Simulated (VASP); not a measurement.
Here is a VASP 6.6.1 calculation.

INCAR

```
SYSTEM = BeTe
PREC = Accurate
ENCUT = 520
EDIFF = 1E-7
ISMEAR = -1
SIGMA = 0.05
LREAL = .FALSE.
LASPH = .TRUE.
NELM = 100
ALGO = Normal
ISIF = 2
LWAVE = .FALSE.
LCHARG = .FALSE.
GGA = RP
IVDW = 12
NBANDS = 11
```

KPOINTS

```
Automatic mesh
0
G
  8 8 8
  0 0 0
```

Contents of POSCAR:

```
BeTe
1.0
    0.0000000000      2.6590347753      2.6590347753
    2.6590347753      0.0000000000      2.6590347753
    2.6590347753      2.6590347753      0.0000000000
Te Be
1 1
Direct
    0.7500000000      0.7500000000      0.7500000000
    0.0000000000      0.0000000000      0.0000000000
```

Potentials or basis: VASP PAW PBE potentials, release 64 (Te, Be).

Launch:

```bash
$ cat potpaw_PBE.64/Te/POTCAR potpaw_PBE.64/Be/POTCAR > POTCAR
$ mpirun -np 1 vasp_std > vasp.out
```

Question: Estimate the band gap on the k mesh.

Answer: 1.56 eV, indirect (least direct gap 3.43 eV).

Question: Estimate the pressure.

Answer: 0.2 GPa.

Question: Estimate the dispersion energy per atom.

Answer: -1.598 eV.

Caveat: the PAW data sets were made with another functional, which shifts forces and pressure a little; spin-orbit coupling is left out, which moves the levels of the heavy elements. A k mesh can miss the band edges.
